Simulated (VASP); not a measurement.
Write the native input for VASP 6.6.1 that does the following.

* Task: single point
* Functional: PBE
* Potentials or basis: VASP PAW PBE potentials, release 64 (Mg)
* Cutoff: 520 eV
* k mesh: 14 × 14 × 8
* Occupations: gaussian, width 0.1 eV
* Spin: no spin polarisation
* Dipole correction: no
* Further INCAR settings: ALGO = Fast; EDIFF = 1e-06; NBANDS = 9

The structure of Mg lies in POSCAR:

```
Mg
1.0
    3.0904643004      0.0320927153      0.0000000000
   -1.5174390434      2.7019249305      0.0000000000
    0.0000000000      0.0000000000      5.0603767026
Mg
2
Direct
    0.3284179595      0.6950765587      0.2500000000
    0.6715820405      0.3049234413      0.7500000000
```

This cell differs from its parent crystal: strained and its atoms moved.

One way to write it, as run:

INCAR

```
SYSTEM = Mg
PREC = Accurate ; ENCUT = 520
EDIFF = 1E-6 ; ISMEAR = 0
SIGMA = 0.1 ; LREAL = .FALSE.
LASPH = .TRUE. ; NELM = 60
ALGO = Fast ; ISIF = 2
LWAVE = .FALSE. ; LCHARG = .FALSE.
GGA = PE ; NBANDS = 9
```

KPOINTS

```
regular mesh
0
G
  14 14 8
  0 0 0
```

Potentials or basis: VASP PAW PBE potentials, release 64 (Mg).

Launch:

```bash
$ cat potpaw_PBE.64/Mg/POTCAR > POTCAR
$ mpirun -np 1 vasp_std > vasp.out
```

It gave:

```
Pressure               : 3.2 GPa
Largest force          : 0.126 eV/Å
Band gap on the k mesh : zero (band 2 reaches 3.99 eV, above the bottom of band 3 at 1.81 eV)
```

Caveat: the cell differs from its parent crystal (strained and its atoms moved).

Run time: 60 s on 1 thread of Intel(R) Xeon(R) Platinum 8488C (Sapphire Rapids), on a shared host, peak memory 0.3 GiB.
